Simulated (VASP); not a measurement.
A run of VASP 6.6.1 is set up as follows.

POSCAR

```
AgCl
1.0
    2.7726427127      2.7726427127      0.0000000000
   -2.7726427127      2.7726427127      0.0000000000
    0.0000000000      2.7726427127      2.7726427127
Ag Cl
1 1
Direct
    0.0000000000      0.0000000000      0.0000000000
    0.5000000000      0.5000000000      0.0000000000
```

The input INCAR.step1:

```
PREC = Accurate ; ENCUT = 600
ISMEAR = 0 ; SIGMA = 0.01
LREAL = F ; LASPH = T
NELM = 100 ; GGA = PE
ALGO = Normal ; EDIFF = 1E-4
LWAVE = T ; LCHARG = F
```

File INCAR.step2:

```
PREC = Accurate ; ENCUT = 600
EDIFF = 1E-7 ; ISMEAR = 0
SIGMA = 0.01 ; LREAL = F
LASPH = T ; NELM = 100
ALGO = Normal ; ISIF = 3
LWAVE = F ; LCHARG = F
METAGGA = R2SCAN ; LMIXTAU = T
IBRION = 2 ; NSW = 100
EDIFFG = -0.002 ; PSTRESS = 20.0
ISTART = 1
```

KPOINTS

```
regular mesh
0
Gamma
  8 8 8
```

Potentials or basis: VASP PAW PBE potentials, release 64 (Ag, Cl).

Command:

```console
$ cat potpaw_PBE.64/Ag/POTCAR potpaw_PBE.64/Cl/POTCAR > POTCAR
$ cp INCAR.step1 INCAR
$ mpirun -np 1 vasp_std > vasp.out
$ cp INCAR.step2 INCAR
$ mpirun -np 1 vasp_std > vasp.out
```

Question: Estimate the relaxed cell.

Answer: a = 3.874 Å, b = 3.874 Å, c = 3.874 Å, α = 60.00°, β = 60.00°, γ = 90.00°.

Question: Estimate the relaxed volume.

Answer: 20.55 Å³/atom.

Final structure:
```cif
data_structure
_symmetry_space_group_name_H-M 'P 1'
_symmetry_Int_Tables_number 1
_cell_length_a 3.8737
_cell_length_b 3.8737
_cell_length_c 3.8737
_cell_angle_alpha 60.000
_cell_angle_beta 60.000
_cell_angle_gamma 90.000
_cell_volume 41.10
loop_
_atom_site_label
_atom_site_type_symbol
_atom_site_fract_x
_atom_site_fract_y
_atom_site_fract_z
_atom_site_occupancy
Ag1 Ag 0.00000 0.00000 0.00000 1
Cl1 Cl 0.50000 0.50000 0.00000 1
```

Caveat: the cell is relaxed towards a set pressure, so the run minimises the enthalpy, not the energy; the PAW data sets were made with another functional, which shifts forces and pressure a little.
